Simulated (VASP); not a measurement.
Write the native input for VASP 6.6.1 that does the following.

```
Task                   : single point
Functional             : PBE
Potentials or basis    : VASP PAW PBE potentials, release 64 (Re)
Cutoff                 : 520 eV
k mesh                 : 10 × 10 × 10
Occupations            : gaussian, width 0.15 eV
Spin                   : no spin polarisation
Dipole correction      : no
Further INCAR settings : ALGO = Normal; EDIFF = 1e-06; NBANDS = 10
```

The structure of Re lies in POSCAR:

```
Re
1.0
    0.0000000000      2.3323919754      1.4675410309
    2.3323919754      0.0000000000      1.4675410309
    2.3323919754      2.3323919754      0.0000000000
Re
1
Direct
    0.0000000000      0.0000000000      0.0000000000
```

This cell differs from its parent crystal: volume 15.967 Å^3 an atom, c/a of the conventional cell 0.6292.

The input as run:

INCAR

```
SYSTEM = Re
PREC = Accurate
ENCUT = 520
EDIFF = 1E-6
ISMEAR = 0
SIGMA = 0.15
LREAL = .False.
LASPH = .True.
NELM = 60
ALGO = Normal
ISIF = 2
LWAVE = .False.
LCHARG = .True.
GGA = PE
LELF = .True.
LVHAR = .True.
NBANDS = 10
```

KPOINTS

```
Automatic mesh
0
Gamma
  10 10 10
  0 0 0
```

Potentials or basis: VASP PAW PBE potentials, release 64 (Re).

Launch:

```sh
$ cat potpaw_PBE.64/Re/POTCAR > POTCAR
$ mpirun -np 1 vasp_std > vasp.out
```

Results of the run:

| Quantity | Value |
| --- | --- |
| Pressure | -17.4 GPa |

Run time: 14 s on 1 thread of Intel(R) Xeon(R) Platinum 8488C (Sapphire Rapids), on a shared host, peak memory 0.14 GiB.
